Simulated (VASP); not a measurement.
## ZnS: single point with LDA

ZnS:

```
Zn S
1.0
     0.00000    2.63834    2.63834
     2.63834    0.00000    2.63834
     2.63834    2.63834    0.00000
Zn S
1 1
Direct
  0.00000 0.00000 0.00000
  0.75000 0.75000 0.75000
```

- Program: VASP 6.6.1
- Task: single point
- Functional: LDA
- Potentials or basis: VASP PAW LDA potentials, release 64 (Zn, S)
- Cutoff: 520 eV
- k mesh: 10 × 10 × 10
- Occupations: gaussian, width 0.01 eV
- Spin: no spin polarisation

```json
{
 "Pressure": "1.3 GPa",
 "Band gap on the k mesh": "2.21 eV"
}
```

Levels at points of the mesh, in eV from the valence-band top:
```
           k point  band 6  band 7  band 8  band 9  band 10  band 11  band 12  band 13
(0.00, 0.00, 0.00)   -6.24    0.00    0.00    0.00     2.21     6.20     6.20     6.20
(0.50, 0.00, 0.00)   -6.03   -5.85   -0.99   -0.99     3.25     6.75     6.75     8.88
(0.50, 0.50, 0.00)   -5.99   -4.96   -2.52   -2.52     3.03     3.88    11.25    12.28
```

It took 14 s on 1 thread of AMD EPYC 9R45 96-Core Processor (Zen 5) (shared host), peak memory 0.12 GiB.
